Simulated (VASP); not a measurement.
# Sn8O16F (a cell with a defect) (F interstitial hop between voids) in VASP: settings compared, part 3 of 3

VASP 6.6.1. Earlier steps stand in the parts before.

## 5. Single point, LDA

Contents of INCAR:

```
  PREC = Accurate
  ENCUT = 520
  EDIFF = 1E-7
  ISMEAR = -1
  SIGMA = 0.01
  LREAL = Auto
  LASPH = T
  NELM = 60
  ALGO = Normal
  ISIF = 2
  LWAVE = F
  LCHARG = T
  GGA = CA
  LELF = T
  LVHAR = T
  NELECT = 216.0
  NBANDS = 126
```

Contents of KPOINTS:

```
Automatic mesh
0
Gamma
  1 1 1
  0.25 0.25 0.25
```

Contents of POSCAR:

```
Sn8O16F
1.0
    4.8274600300      4.8274600300      0.0000000000
   -4.8274600300      4.8274600300      0.0000000000
    0.0000000000      0.0000000000      6.4759066800
Sn O F
8 16 1
Direct
    0.0110357400      0.4897748900      0.2418574700
    0.5024389000     -0.0017516700      0.2462928500
    0.0083786400      0.0111648900      0.0120963900
    0.4987797400      0.4979473500      0.0027043400
    0.0070348900      0.5098154000      0.7471427700
    0.4975173600     -0.0099791600      0.7496014400
   -0.0076724200      0.0013282400      0.5051804100
    0.5124012600      0.4932605100      0.5012129100
    0.0020714900      0.8073374700      0.2555022200
    0.5367570100      0.3052194900      0.2543385800
   -0.0775679700      0.1893448200      0.2722716100
    0.5082489700      0.6884923600      0.2544703000
    0.3149367500     -0.0555836000     -0.0056805100
    0.8121737200      0.5008462400     -0.0035815600
    0.1976410800      0.5660820800     -0.0136414300
    0.6952389000     -0.0057061600     -0.0042770900
   -0.0059871800      0.8166127200      0.7519694400
    0.4977025500      0.2998000000      0.7551236900
    0.0027000400      0.1997299700      0.7545572700
    0.5130844900      0.6834496200      0.7455019500
    0.3026908700      0.0047072900      0.4953745400
    0.8176022000      0.5105984400      0.5005072300
    0.2025702200      0.4929721900      0.4946630600
    0.6843588800     -0.0168577700      0.5053819300
    0.2152321700      0.2498063700      0.1131323600
```

Potentials or basis: VASP PAW LDA potentials, release 64 (Sn_d, O, F).

Launch:

```console
$ cat potpaw_LDA.64/Sn_d/POTCAR potpaw_LDA.64/O/POTCAR potpaw_LDA.64/F/POTCAR > POTCAR
$ mpirun -np 1 vasp_std > vasp.out
```

OUTCAR:

```text
PREC = Accurate
   ENCUT = 520
   EDIFF = 1E-7
   ISMEAR = -1
   LREAL = Auto
   LASPH = T
   NELM = 60
   ISIF = 2
   GGA = CA
   NELECT = 216.0

 ion  position               nearest neighbor table
   1  0.011  0.490  0.242-  14 2.09  23 2.10  22 2.14  11 2.15  15 2.15   9 2.17  25 2.31   5 3.21
                             5 3.28   3 3.59   4 3.67   7 3.75
   2  0.502  0.998  0.246-  16 2.09  24 2.09  13 2.11  10 2.11  21 2.11  12 2.12  25 2.75   6 3.22
                             6 3.26   3 3.70   7 3.74
   3  0.008  0.011  0.012-   9 2.10  19 2.11  16 2.14  13 2.15  17 2.15  11 2.16  25 2.25   7 3.20
                             7 3.29   1 3.59   2 3.70   6 3.75
   4  0.499  0.498  0.003-  12 2.09  20 2.09  18 2.10  10 2.11  15 2.11  14 2.14  25 2.67   8 3.23
                             8 3.25   1 3.67   6 3.74   5 3.74
   5  0.007  0.510  0.747-  22 2.06  15 2.06  14 2.09  17 2.10  23 2.11  19 2.12   1 3.21   1 3.28
                             7 3.70   8 3.74   4 3.74
   6  0.498  0.990  0.750-  24 2.03  13 2.04  16 2.09  20 2.10  18 2.12  21 2.12   2 3.22   2 3.26
                             7 3.73   4 3.74   3 3.75   8 3.75
   7  0.992  0.001  0.505-  17 2.04  11 2.04   9 2.09  24 2.11  19 2.11  21 2.12   3 3.20   3 3.29
                             5 3.70   6 3.73   2 3.74   1 3.75
   8  0.512  0.493  0.501-  20 2.05  10 2.06  12 2.08  22 2.09  18 2.11  23 2.12   4 3.23   4 3.25
                             5 3.74   6 3.75
   9  0.002  0.807  0.256-   7 2.09   3 2.10   1 2.17
  10  0.537  0.305  0.254-   8 2.06   2 2.11   4 2.11
  11  0.922  0.189  0.272-   7 2.04   1 2.15   3 2.16
  12  0.508  0.688  0.254-   8 2.08   4 2.09   2 2.12
  13  0.315  0.944  0.994-   6 2.04   2 2.11   3 2.15
  14  0.812  0.501  0.996-   1 2.09   5 2.09   4 2.14
[... 8 lines left out ...]
  23  0.203  0.493  0.495-   1 2.10   5 2.11   8 2.12
  24  0.684  0.983  0.505-   6 2.03   2 2.09   7 2.11
  25  0.215  0.250  0.113-   3 2.25   1 2.31   4 2.67   2 2.75

  LATTYP: Found a simple tetragonal cell.
 ALAT       =     6.8270594462
 C/A-ratio  =     0.9485645659

  Lattice vectors:

 A1 = (   4.8274600300,   4.8274600300,   0.0000000000)
 A2 = (  -4.8274600300,   4.8274600300,   0.0000000000)
 A3 = (   0.0000000000,   0.0000000000,   6.4759066800)

Analysis of symmetry for initial positions (statically):
=====================================================================
 Subroutine PRICEL returns:
 Original cell was already a primitive cell.

 Routine SETGRP: Setting up the symmetry group for a
 simple tetragonal supercell.

 Subroutine GETGRP returns: Found  1 space group operations
 (whereof  1 operations were pure point group operations)
 out of a pool of 16 trial point group operations.

The static configuration has the point symmetry C_1 .

Analysis of symmetry for dynamics (positions and initial velocities):
=====================================================================
 Subroutine PRICEL returns:
 Original cell was already a primitive cell.

 Routine SETGRP: Setting up the symmetry group for a
 simple tetragonal supercell.

 Subroutine GETGRP returns: Found  1 space group operations
 (whereof  1 operations were pure point group operations)
 out of a pool of 16 trial point group operations.

The dynamic configuration has the point symmetry C_1 .

 Subroutine INISYM returns: Found  1 space group operations
 (whereof  1 operations are pure point group operations),
 and found     1 'primitive' translations
[... 99 lines left out ...]
 -0.250000  0.250000  0.250000      2.000000
 -0.250000 -0.250000  0.250000      2.000000
  0.250000 -0.250000  0.250000      2.000000
   k-points           NKPTS =      4   k-points in BZ     NKDIM =      4   number of bands    NBANDS=    126
   number of dos      NEDOS =    301   number of ions     NIONS =     25
   total plane-waves  NPLWV = 139968
   dimension x,y,z NGX =    54 NGY =   54 NGZ =   48
   dimension x,y,z NGXF=   108 NGYF=  108 NGZF=   96
   ions per type =               8  16   1
   NGX,Y,Z   is equivalent  to a cutoff of  13.15, 13.15, 12.32 a.u.
   NGXF,Y,Z  is equivalent  to a cutoff of  26.30, 26.30, 24.64 a.u.
 SYSTEM =  unknown system
   PREC   = accura    normal or accurate (medium, high low for compatibility)
   ISTART =      0    job   : 0-new  1-cont  2-samecut
   ICHARG =      2    charge: 1-file 2-atom 10-const
   ISPIN  =      1    spin polarized calculation?
   LNONCOLLINEAR =      F non collinear calculations
   LSORBIT =      F    spin-orbit coupling
   LASPH  =      T    aspherical Exc in radial PAW
   ENCUT  =  520.0 eV  38.22 Ry    6.18 a.u.  12.69 12.69 12.04*2*pi/ulx,y,z
   NELM   =     60;   NELMIN=  2; NELMDL= -5     # of ELM steps
   EDIFF  = 0.1E-06   stopping-criterion for ELM
   LREAL  =      T    real-space projection
   EDIFFG = 0.1E-05   stopping-criterion for IOM
   NSW    =      0    number of steps for IOM
   IBRION =     -1    ionic relax: 0-MD 1-quasi-New 2-CG
   NFREE  =      0    steps in history (QN), initial steepest desc. (CG)
   ISIF   =      2    stress and relaxation
   ISYM   =      2    0-nonsym 1-usesym 2-fastsym
   POTIM  = 0.5000    time-step for ionic-motion
   TEBEG  =    0.0;   TEEND  =   0.0 temperature during run
   PSTRESS=    0.0 pullay stress
   NELECT =     216.0000    total number of electrons
   NUPDOWN=      -1.0000    fix difference up-down
   EMIN   =  10.00;   EMAX   =-10.00  energy-range for DOS
   EFERMI =   0.00;   METHOD = LEGACY
   ISMEAR =    -1;   SIGMA  =   0.01  broadening in eV -4-tet -1-fermi 0-gaus
   EFERMI_NEDOS =   21; number of points for ismear=-14 and -15
   IALGO  =     38    algorithm
   IMIX   =      4    mixing-type and parameters
     AMIX     =   0.40;   BMIX     =  1.00
     AMIX_MAG =   1.60;   BMIX_MAG =  1.00
  volume/ion in A,a.u.               =      12.07        81.48
  Fermi-wavevector in a.u.,A,eV,Ry     =   1.464323  2.767168 29.174165  2.144241
  Thomas-Fermi vector in A             =   2.580312
   LORBIT       =      0    0 simple, 1 ext, 2 COOP (PROOUT), +10 PAW based schemes
   GGA     = CA    functional components
   LHFCALC =     F    Hartree Fock is set to
   AEXX    =    0.0000 exact exchange contribution
   IVDW    =     0    specifies the selected vdW correction
   LEPSILON=     F    determine dielectric tensor
   LRPA    =     F    only Hartree local field effects (RPA)
 non-spin polarized calculation
  energy-cutoff  :      520.00
  volume of cell :      301.83
 maximum number of plane-waves:      8114
 NGX is ok and might be reduce to    50
   NGX = 25   NGY = 25   NGZ = 25

 number of electron     216.0000068 magnetization

 Free energy of the ion-electron system (eV)
  ---------------------------------------------------
  ext. energy  EPLUGINS =         0.00000000
  ---------------------------------------------------
  free energy    TOTEN  =      -164.13208182 eV

  energy without entropy =     -164.13208182  energy(sigma->0) =     -164.13208182

 E-fermi :   5.8714     XC(G=0): -11.7505

 val. band max:        5.5962072919   @ k =   0.2500   0.2500   0.2500
 cond. band min:       7.9469159792   @ k =  -0.2500   0.2500   0.2500
 fundamental gap:      2.3507086873
 Fermi energy:         5.8714498144

 k-point     1 :       0.2500    0.2500    0.2500
  band No.  band energies     occupation
      1     -15.9558      2.00000
      2     -15.4196      2.00000
      3     -15.3796      2.00000
      4     -15.3317      2.00000
      5     -15.3142      2.00000
      6     -15.2290      2.00000
[... 481 lines left out ...]
    119      12.6817      0.00000
    120      12.8119      0.00000
 [bands above 120 left out]

------------------------ aborting loop because EDIFF is reached ----------------------------------------

  FORCE on cell =-STRESS in cart. coord.  units (eV):
  Direction    XX          YY          ZZ          XY          YZ          ZX
  --------------------------------------------------------------------------------------
  -------------------------------------------------------------------------------------
  Total       -2.0114635     -2.0980991     -5.5603685     -0.0617337     -1.9322296     -0.0229087
  in kB      -10.6771363    -11.1370106    -29.5152324     -0.3276913    -10.2565516     -0.1216026
  external PRESSURE =     -17.1097931 kB  Pullay stress =       0.0000000 kB

 VOLUME and BASIS-vectors are now :
 -----------------------------------------------------------------------------
  energy-cutoff  :      520.00
  volume of cell :      301.83
      direct lattice vectors                 reciprocal lattice vectors
     4.827460030  4.827460030  0.000000000     0.103574136  0.103574136  0.000000000
    -4.827460030  4.827460030  0.000000000    -0.103574136  0.103574136  0.000000000
     0.000000000  0.000000000  6.475906680     0.000000000  0.000000000  0.154418532

 POSITION                                       TOTAL-FORCE (eV/Angst)
 -----------------------------------------------------------------------------------
     -2.31109      2.41764      1.56625         0.007776     -0.016018     -0.009238
     -2.39350      7.24451      1.59497         0.035928     -0.003120      0.001705
     -0.01345      0.09435      0.07834         0.006885      0.006691     -0.005906
      0.00402      4.81166      0.01751        -0.033860      0.041247      0.001175
     -2.42715      2.49507      4.83843        -0.053561      0.007391      0.009967
     -2.37754      7.18103      4.85435         0.059854     -0.007890     -0.005732
[... 17 lines left out ...]
     -1.44236      8.04979      3.27281        -0.102354     -0.001602     -0.010601
     -0.16691      2.24495      0.73263        -0.089694     -0.085461      0.010221
 -----------------------------------------------------------------------------------
    total drift:                                0.002621      0.012651      0.009273

  FREE ENERGIE OF THE ION-ELECTRON SYSTEM (eV)
  ---------------------------------------------------
  free  energy   TOTEN  =      -164.1320818191 eV

  energy  without entropy=     -164.1320818191  energy(sigma->0) =     -164.13208182
```

Run time: 6.1 min. Hardware: 1 thread of Intel Xeon Platinum 8488C (Sapphire Rapids), shared host; peak memory 0.34 GiB.

What came out:

| Item | Value |
| --- | --- |
| Free energy | -164.1321 eV |
| Largest force | 0.215 eV/Å |

Forces in eV/Å, atoms in the order of the input:
```
Sn   0.008 -0.016 -0.009
Sn   0.036 -0.003  0.002
Sn   0.007  0.007 -0.006
Sn  -0.034  0.041  0.001
Sn  -0.054  0.007  0.010
Sn   0.060 -0.008 -0.006
Sn  -0.018 -0.061  0.007
Sn  -0.010  0.053 -0.021
O   -0.087  0.081 -0.008
O   -0.132 -0.032 -0.018
O    0.197  0.083 -0.020
O    0.071 -0.085 -0.011
O   -0.059  0.169 -0.013
O    0.077  0.009 -0.005
O    0.092 -0.189  0.044
O   -0.073 -0.041  0.026
O   -0.041  0.082 -0.018
O   -0.041  0.057 -0.032
O    0.074 -0.035  0.015
O    0.054 -0.077  0.034
O    0.068  0.050  0.003
O    0.080  0.043  0.026
O   -0.083 -0.047 -0.003
O   -0.102 -0.002 -0.011
F   -0.090 -0.085  0.010
```

Caveat: the k points lie up to 0.97 Å⁻¹ apart; the cell carries a net charge on a neutralising background, which shifts energy and pressure; the cell is charged against a uniform background, so pressure and absolute levels hang on convention; spin-orbit coupling is left out, which moves the levels of the heavy elements.

## 6. Single point, LDA

Contents of INCAR:

```
SYSTEM = Sn8O16F
ALGO = Normal ; EDIFF = 1E-6
ENCUT = 520 ; ISIF = 2
ISMEAR = -1 ; LASPH = .True.
LCHARG = .False. ; LREAL = Auto
LWAVE = .False. ; NBANDS = 126
NELECT = 216.0 ; NELM = 80
PREC = Accurate ; SIGMA = 0.01
```

KPOINTS is that of step 5.

Contents of POSCAR:

```
Sn8O16F
1.0
    4.8274600300      4.8274600300      0.0000000000
   -4.8274600300      4.8274600300      0.0000000000
    0.0000000000      0.0000000000      6.4759066800
Sn O F
8 16 1
Direct
    0.0085254800      0.5061984900      0.2509633900
    0.4992400300     -0.0135528600      0.2529187300
    0.0074584800     -0.0020031000     -0.0021695400
    0.4973870800      0.4847274200     -0.0119642600
    0.0033364900      0.4980997500      0.7541983900
    0.4956836900      0.0062166500      0.7582060900
   -0.0061331800      0.0029735100      0.4992245000
    0.5137204600      0.4948232200      0.4949527800
   -0.0067183900      0.8127962300      0.2549143800
    0.5033515700      0.2965407100      0.2459086700
    0.0086942400      0.1964754500      0.2454953900
    0.5117122100      0.6797074000      0.2481520900
    0.3086938100     -0.0693956700      0.0133961000
    0.8105393100      0.5016619200      0.0047595100
    0.1907298700      0.5525733400      0.0061594800
    0.6943262500     -0.0045655700      0.0040124300
   -0.0025289800      0.8077321800      0.7458532700
    0.5840586300      0.3064230000      0.7275192000
   -0.0298385200      0.1909825500      0.7463175400
    0.5043105200      0.6886319500      0.7448008600
    0.3037735400      0.0029916800      0.5055449500
    0.8216170400      0.5131361700      0.4950798000
    0.2033548000      0.4916565100      0.5051998800
    0.6888078200     -0.0145040500      0.4994109200
    0.2916062100      0.2474731800     -0.1120563300
```

Potentials or basis: VASP PAW LDA potentials, release 64 (Sn_d, O, F).

Launch:

```console
$ cat potpaw_LDA.64/Sn_d/POTCAR potpaw_LDA.64/O/POTCAR potpaw_LDA.64/F/POTCAR > POTCAR
$ mpirun -np 1 vasp_std > vasp.out
```

Run time: 7.3 min. Hardware: 1 thread of Intel Xeon Platinum 8488C (Sapphire Rapids), shared host; peak memory 0.34 GiB.

Results (log left out):

```yaml
Free_energy: -164.1320 eV
Largest_force: 0.219 eV/Å
```

Forces on the atoms (eV/Å):
```
Sn  -0.058  0.009 -0.011
Sn   0.048 -0.017  0.003
Sn   0.025 -0.025 -0.006
Sn  -0.006 -0.001  0.012
Sn  -0.028  0.004  0.008
Sn  -0.017  0.014 -0.003
Sn   0.014 -0.039  0.023
Sn   0.012  0.058  0.000
O   -0.049  0.080 -0.026
O   -0.070  0.028 -0.025
O    0.044 -0.063  0.015
O    0.059 -0.081  0.021
O   -0.085  0.192 -0.045
O    0.076  0.054 -0.025
O    0.064 -0.172  0.013
O   -0.089 -0.019 -0.006
O   -0.069  0.088  0.013
O   -0.201 -0.084  0.025
O    0.134  0.021  0.013
O    0.079 -0.084  0.012
O    0.083  0.051  0.009
O    0.104  0.008 -0.004
O   -0.068 -0.058 -0.002
O   -0.084 -0.050 -0.013
F    0.084  0.087 -0.002
```

Levels at points of the mesh, in eV from the Fermi level:
```
           k point  band 105  band 106  band 107  band 108  band 109  band 110  band 111  band 112
(0.25, 0.25, 0.25)     -0.94     -0.70     -0.51     -0.28      2.08      3.56      3.70      4.08
```

Caveat: the k points lie up to 0.97 Å⁻¹ apart; the cell carries a net charge on a neutralising background, which shifts energy and pressure; the cell is charged against a uniform background, so pressure and absolute levels hang on convention; spin-orbit coupling is left out, which moves the levels of the heavy elements.
